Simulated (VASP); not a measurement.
Wanted: the native input for a VASP 6.6.1 run.

```
Task                   : single point
Functional             : PBEsol
Potentials or basis    : VASP PAW PBE potentials, release 64 (Te)
Cutoff                 : 520 eV
k mesh                 : 11 × 11 × 11
Occupations            : fermi-dirac, width 0.1 eV
Spin                   : no spin polarisation
Dipole correction      : no
Further INCAR settings : ALGO = Normal; EDIFF = 1e-06; NBANDS = 9
```

The structure of Te lies in POSCAR:

```
Te
1.0
    3.2327617538      0.0000000000      0.0000000000
    0.0000000000      3.2327617538      0.0000000000
    0.0000000000      0.0000000000      3.2327617538
Te
1
Direct
    0.0000000000      0.0000000000      0.0000000000
```

This cell differs from its parent crystal: volume scaled by 1.08.

One way to write it, as run:

INCAR

```
SYSTEM = Te
ALGO     = Normal         ! electronic algorithm
EDIFF    = 1E-6           ! SCF threshold, eV
ENCUT    = 520            ! plane-wave cutoff, eV
GGA      = PS             ! functional
ISIF     = 2              ! what is computed and relaxed
ISMEAR   = -1             ! smearing method
LASPH    = .True.         ! aspherical terms in the spheres
LCHARG   = .False.        ! write CHGCAR
LREAL    = .False.        ! projectors in reciprocal space
LWAVE    = .False.        ! write WAVECAR
NBANDS   = 9              ! bands
NELM     = 60             ! most SCF steps
PREC     = Accurate       ! precision mode
SIGMA    = 0.1            ! smearing width, eV
```

KPOINTS

```
k-points
0
Gamma
  11 11 11
  0 0 0
```

Potentials or basis: VASP PAW PBE potentials, release 64 (Te).

Run with:

```bash
$ cat potpaw_PBE.64/Te/POTCAR > POTCAR
$ mpirun -np 1 vasp_std > vasp.out
```

It gave:

| Item | Value |
| --- | --- |
| Pressure | -3.7 GPa |
| Band gap on the k mesh | zero (band 3 reaches 8.28 eV, above the bottom of band 4 at 3.11 eV) |

Caveat: the PAW data sets were made with another functional, which shifts forces and pressure a little; spin-orbit coupling is left out, which moves the levels of the heavy elements.

Run time: 4.2 s on 1 thread of Intel(R) Xeon(R) Platinum 8488C (Sapphire Rapids), with other jobs on the host, peak memory 0.14 GiB.
